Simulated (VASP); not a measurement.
# BaO (Fm-3m) in VASP: further runs

Runs on BaO. Level: PBEsol. Tasks: single point, relaxation of cell and atoms.

Program: VASP 6.6.1. These are calculated values, not measurements. Logs are shortened: lines on timing, memory, paths and dates and some standing lists are left out, and cuts for length are marked.

**1. The cell of the first run**

Symmetry: Fm-3m, No. 225, cubic system. Conventional cell: a = 5.490 Å, b = 5.490 Å, c = 5.490 Å, α = 90.00°, β = 90.00°, γ = 90.00°. Ba (site symmetry m-3m) has 6 O at 2.75 Å within 3.6 Å. O (site symmetry m-3m) has 6 Ba at 2.75 Å within 3.6 Å.

**2. Single point, PBEsol**

Contents of INCAR:

```
ALGO = Normal
EDIFF = 1E-6
ENCUT = 600
GGA = PS
GGA_COMPAT = F
ISIF = 2
ISMEAR = 1
LASPH = T
LCHARG = T
LELF = T
LREAL = F
LVHAR = T
LWAVE = F
NBANDS = 15
NELM = 120
PREC = Accurate
SIGMA = 0.02
```

Contents of KPOINTS:

```
k-points
0
Gamma
  15 15 15
```

Contents of POSCAR:

```
BaO
1.0
    0.0000000000      2.7451161945      2.7451161945
    2.7451161945      0.0000000000      2.7451161945
    2.7451161945      2.7451161945      0.0000000000
Ba O
1 1
Direct
    0.0000000000      0.0000000000      0.0000000000
    0.5000000000      0.5000000000      0.5000000000
```

Potentials or basis: VASP PAW PBE potentials, release 64 (Ba_sv, O).

Command:

```console
$ cat potpaw_PBE.64/Ba_sv/POTCAR potpaw_PBE.64/O/POTCAR > POTCAR
$ mpirun -np 1 vasp_std > vasp.out
```

OUTCAR:

```text
EDIFF = 1E-6
   ENCUT = 600
   GGA = PS
   ISIF = 2
   ISMEAR = 1
   LASPH = T
   LREAL = F
   NELM = 120
   PREC = Accurate

 ion  position               nearest neighbor table
   1  0.000  0.000  0.000-   2 2.75   2 2.75   2 2.75   2 2.75   2 2.75   2 2.75
   2  0.500  0.500  0.500-   1 2.75   1 2.75   1 2.75   1 2.75   1 2.75   1 2.75

  LATTYP: Found a face centered cubic cell.
 ALAT       =     5.4902323890

  Lattice vectors:

 A1 = (   0.0000000000,   2.7451161945,   2.7451161945)
 A2 = (   2.7451161945,   0.0000000000,   2.7451161945)
 A3 = (   2.7451161945,   2.7451161945,   0.0000000000)

Analysis of symmetry for initial positions (statically):
=====================================================================
 Subroutine PRICEL returns:
 Original cell was already a primitive cell.

 Routine SETGRP: Setting up the symmetry group for a
 face centered cubic supercell.

 Subroutine GETGRP returns: Found 48 space group operations
[... 9 lines left out ...]

 Routine SETGRP: Setting up the symmetry group for a
 face centered cubic supercell.

 Subroutine GETGRP returns: Found 48 space group operations
[... 11 lines left out ...]
                                     Primitive cell

  volume of cell :      41.3725

  direct lattice vectors                    reciprocal lattice vectors
     0.000000000  2.745116194  2.745116194    -0.182141653  0.182141653  0.182141653
     2.745116194  0.000000000  2.745116194     0.182141653 -0.182141653  0.182141653
     2.745116194  2.745116194  0.000000000     0.182141653  0.182141653 -0.182141653

  length of vectors
     3.882180553  3.882180553  3.882180553     0.315478596  0.315478596  0.315478596

  position of ions in fractional coordinates (direct lattice)
     0.000000000  0.000000000  0.000000000
     0.500000000  0.500000000  0.500000000

  ion indices of the primitive-cell ions
   primitive index   ion index
                 1           1
                 2           2

----------------------------------------------------------------------------------------

 KPOINTS: k-points

Automatic generation of k-mesh.
 Grid dimensions read from file:
 generate k-points for:   15   15   15

 Generating k-lattice:

  Cartesian coordinates                     Fractional coordinates (reciprocal lattice)
    -0.012142777  0.012142777  0.012142777     0.066666667  0.000000000  0.000000000
     0.012142777 -0.012142777  0.012142777     0.000000000  0.066666667  0.000000000
     0.012142777  0.012142777 -0.012142777     0.000000000  0.000000000  0.066666667

[... 58 lines left out ...]
   EDIFFG = 0.1E-04   stopping-criterion for IOM
   NSW    =      0    number of steps for IOM
   IBRION =     -1    ionic relax: 0-MD 1-quasi-New 2-CG
   NFREE  =      0    steps in history (QN), initial steepest desc. (CG)
   ISIF   =      2    stress and relaxation
   ISYM   =      2    0-nonsym 1-usesym 2-fastsym
   POTIM  = 0.5000    time-step for ionic-motion
   TEBEG  =    0.0;   TEEND  =   0.0 temperature during run
   PSTRESS=    0.0 pullay stress
   NELECT =      16.0000    total number of electrons
   NUPDOWN=      -1.0000    fix difference up-down
   EMIN   =  10.00;   EMAX   =-10.00  energy-range for DOS
   EFERMI =   0.00;   METHOD = LEGACY
   ISMEAR =     1;   SIGMA  =   0.02  broadening in eV -4-tet -1-fermi 0-gaus
   EFERMI_NEDOS =   21; number of points for ismear=-14 and -15
   IALGO  =     38    algorithm
   IMIX   =      4    mixing-type and parameters
     AMIX     =   0.40;   BMIX     =  1.00
     AMIX_MAG =   1.60;   BMIX_MAG =  1.00
  volume/ion in A,a.u.               =      20.69       139.60
  Fermi-wavevector in a.u.,A,eV,Ry     =   1.192735  2.253943 19.355888  1.422618
  Thomas-Fermi vector in A             =   2.328766
   LORBIT       =      0    0 simple, 1 ext, 2 COOP (PROOUT), +10 PAW based schemes
   GGA     = PS    functional components
   LHFCALC =     F    Hartree Fock is set to
   AEXX    =    0.0000 exact exchange contribution
   IVDW    =     0    specifies the selected vdW correction
   LEPSILON=     F    determine dielectric tensor
   LRPA    =     F    only Hartree local field effects (RPA)
 non-spin polarized calculation
 Methfessel and Paxton  Order N= 1 SIGMA  =   0.02
  energy-cutoff  :      600.00
  volume of cell :       41.37
 maximum number of plane-waves:      1411
   NGX = 15   NGY = 15   NGZ = 15

 number of electron      15.9999997 magnetization

 Free energy of the ion-electron system (eV)
  ---------------------------------------------------
  ext. energy  EPLUGINS =         0.00000000
  ---------------------------------------------------
  free energy    TOTEN  =       -12.39498849 eV

  energy without entropy =      -12.39498849  energy(sigma->0) =      -12.39498849

 E-fermi :   1.9884     XC(G=0):  -9.9784

 val. band max:        1.8845335888   @ k =  -0.4667   0.4667   0.0000
 cond. band min:       3.6863496950   @ k =   0.4667   0.4667   0.0000
 fundamental gap:      1.8018161062
 Fermi energy:         1.9884298694

 k-point     1 :       0.0000    0.0000    0.0000
  band No.  band energies     occupation
      1     -23.9547      2.00000
      2     -13.1151      2.00000
      3      -8.3891      2.00000
      4      -8.3891      2.00000
      5      -8.3891      2.00000
      6       1.4705      2.00000
      7       1.4705      2.00000
      8       1.4705      2.00000
      9       5.3710      0.00000
     10       6.5078      0.00000
     11       6.5078      0.00000
     12       6.5078      0.00000
     13       8.8638      0.00000
     14       8.8638      0.00000
[... 401 lines left out ...]
      2     -13.3515      2.00000
      3      -8.5583      2.00000
      4      -8.5544      2.00000
      5      -8.3888      2.00000
      6       0.4857      2.00000
      7       1.3581      2.00000
      8       1.3857      2.00000
      9       5.5223      0.00000
     10       6.5416      0.00000
     11       7.6434      0.00000
     12       7.6732      0.00000
     13       9.3682      0.00000
     14      10.2232      0.00000
     15      13.9344      0.00000

 [... further k-points ...]
[... 5 lines left out ...]
  --------------------------------------------------------------------------------------
  -------------------------------------------------------------------------------------
  Total        0.4701754      0.4701754      0.4701754     -0.0000000     -0.0000000      0.0000000
  in kB       18.2078335     18.2078335     18.2078335     -0.0000000     -0.0000000      0.0000000
  external PRESSURE =      18.2078335 kB  Pullay stress =       0.0000000 kB

 VOLUME and BASIS-vectors are now :
 -----------------------------------------------------------------------------
  energy-cutoff  :      600.00
  volume of cell :       41.37
      direct lattice vectors                 reciprocal lattice vectors
     0.000000000  2.745116194  2.745116194    -0.182141653  0.182141653  0.182141653
     2.745116194  0.000000000  2.745116194     0.182141653 -0.182141653  0.182141653
     2.745116194  2.745116194  0.000000000     0.182141653  0.182141653 -0.182141653

 POSITION                                       TOTAL-FORCE (eV/Angst)
 -----------------------------------------------------------------------------------
      0.00000      0.00000      0.00000         0.000000      0.000000     -0.000000
      2.74512      2.74512      2.74512        -0.000000     -0.000000      0.000000
 -----------------------------------------------------------------------------------
    total drift:                                0.000000     -0.000000      0.000000

  FREE ENERGIE OF THE ION-ELECTRON SYSTEM (eV)
  ---------------------------------------------------
  free  energy   TOTEN  =       -12.3949884874 eV

  energy  without entropy=      -12.3949884874  energy(sigma->0) =      -12.39498849
```

OSZICAR:

```text
N       E                     dE             d eps       ncg     rms          rms(c)
DAV:   1     0.850459807237E+02    0.85046E+02   -0.85416E+03  3600   0.111E+03
DAV:   2    -0.104735239978E+02   -0.95520E+02   -0.84317E+02  5066   0.211E+02
DAV:   3    -0.147233547967E+02   -0.42498E+01   -0.42172E+01  4639   0.445E+01
DAV:   4    -0.147672169171E+02   -0.43862E-01   -0.43855E-01  4232   0.465E+00
DAV:   5    -0.147679813688E+02   -0.76445E-03   -0.76444E-03  4512   0.519E-01    0.918E+00
DAV:   6    -0.126644737887E+02    0.21035E+01   -0.75564E+00  3775   0.209E+01    0.634E+00
DAV:   7    -0.124361431364E+02    0.22833E+00   -0.59741E-01  3964   0.605E+00    0.233E+00
DAV:   8    -0.123947184142E+02    0.41425E-01   -0.94151E-02  4720   0.299E+00    0.517E-01
DAV:   9    -0.123944558171E+02    0.26260E-03   -0.76527E-03  4216   0.822E-01    0.169E-01
DAV:  10    -0.123950099738E+02   -0.55416E-03   -0.15422E-03  3992   0.303E-01    0.481E-02
DAV:  11    -0.123949882719E+02    0.21702E-04   -0.13174E-04  4139   0.102E-01    0.238E-02
DAV:  12    -0.123949884874E+02   -0.21551E-06   -0.93529E-06  3999   0.270E-02
   1 F= -.12394988E+02 E0= -.12394988E+02  d E =0.202521E-14
```

stdout:

```text
POSCAR found type information on POSCAR BaO
 POSCAR found :  2 types and       2 ions
 scaLAPACK will be used
 -----------------------------------------------------------------------------
|                                                                             |
|                                                                             |
|     You enforced a specific xc type in the INCAR file but a different       |
|     I HOPE YOU KNOW WHAT YOU ARE DOING!                                     |
|                                                                             |
 -----------------------------------------------------------------------------

 LDA part: xc-table for (Slater+PW92), standard interpolation
 POSCAR, INCAR and KPOINTS ok, starting setup
 FFT: planning ... GRIDC
 FFT: planning ... GRID_SOFT
 FFT: planning ... GRID
 WAVECAR not read
 entering main loop
```

Wall time 2.5 min (1 thread of AMD EPYC 7R13, shared host); peak memory 0.21 GiB.

Results:

```yaml
Free_energy: -12.3950 eV
Pressure: 1.8 GPa
Band_gap_on_the_k_mesh: 1.80 eV, indirect (least direct gap 1.85 eV)
```

Caveat: the PAW data sets were made with another functional, which shifts forces and pressure a little; spin-orbit coupling is left out, which moves the levels of the heavy elements. A k mesh can miss the band edges.

**3. Relaxation of cell and atoms, PBEsol**

This run uses another cell than the first one, of 20.80 Å³/atom, 1.005 times its volume.

Contents of INCAR:

```
SYSTEM = BaO
PREC = Accurate ; ENCUT = 600
EDIFF = 1E-7 ; ISMEAR = 1
SIGMA = 0.02 ; LREAL = .FALSE.
LASPH = .TRUE. ; NELM = 120
ALGO = Normal ; ISIF = 3
LWAVE = .FALSE. ; LCHARG = .FALSE.
GGA = PS ; IBRION = 2
NSW = 80 ; EDIFFG = -0.01
GGA_COMPAT = .FALSE. ; NELMIN = 4
```

Contents of KPOINTS:

```
Automatic mesh
0
G
  15 15 15
  0 0 0
```

Contents of POSCAR:

```
BaO
1.0
    0.0000000000      2.7500000000      2.7500000000
    2.7500000000      0.0000000000      2.7500000000
    2.7500000000      2.7500000000      0.0000000000
Ba O
1 1
Direct
    0.0000000000      0.0000000000      0.0000000000
    0.5000000000      0.5000000000      0.5000000000
```

Potentials or basis: VASP PAW PBE potentials, release 64 (Ba_sv, O).

Command:

```console
$ cat potpaw_PBE.64/Ba_sv/POTCAR potpaw_PBE.64/O/POTCAR > POTCAR
$ mpirun -np 1 vasp_std > vasp.out
```

Run time: 6.4 min. Hardware: 1 thread of AMD EPYC 7R13, shared host; peak memory 0.21 GiB.

It converged, with:

* Free energy: -12.4005 eV
* Relaxed volume: 21.16 Å³/atom
* Relaxed cell: a = 3.912 Å, b = 3.912 Å, c = 3.912 Å, α = 60.00°, β = 60.00°, γ = 60.00°
* Space group after relaxing (to 0.05 Å): Fm-3m (No. 225)
* Energy gained by relaxing: 1.6 meV/atom
* Ionic steps: 3
* Pressure after relaxing: 0.0 GPa
* Band gap on the k mesh: 1.89 eV, indirect (least direct gap 1.93 eV)

The path:
```csv
step,energy change (eV),largest force (eV/Å),pressure (GPa),volume (Å³)
1,0.0000,0.0000,1.39,41.59
2,-0.0024,0.0000,-0.64,42.69
3,-0.0031,0.0000,0.00,42.33
```

Final structure:
```cif
data_structure
_symmetry_space_group_name_H-M 'P 1'
_symmetry_Int_Tables_number 1
_cell_length_a 3.9118
_cell_length_b 3.9118
_cell_length_c 3.9118
_cell_angle_alpha 60.000
_cell_angle_beta 60.000
_cell_angle_gamma 60.000
_cell_volume 42.33
loop_
_atom_site_label
_atom_site_type_symbol
_atom_site_fract_x
_atom_site_fract_y
_atom_site_fract_z
_atom_site_occupancy
Ba1 Ba 0.00000 0.00000 0.00000 1
O1 O 0.50000 0.50000 0.50000 1
```

Levels at points of the mesh, in eV from the valence-band top:
| k point | band 5 | band 6 | band 7 | band 8 | band 9 | band 10 | band 11 | band 12 |
| --- | --- | --- | --- | --- | --- | --- | --- | --- |
| (0.00, 0.00, 0.00) | -10.31 | -0.35 | -0.35 | -0.35 | 3.39 | 4.64 | 4.64 | 4.64 |

Caveat: the PAW data sets were made with another functional, which shifts forces and pressure a little; spin-orbit coupling is left out, which moves the levels of the heavy elements. A hybrid or GW would open this gap; PBEsol tends to underestimate it.
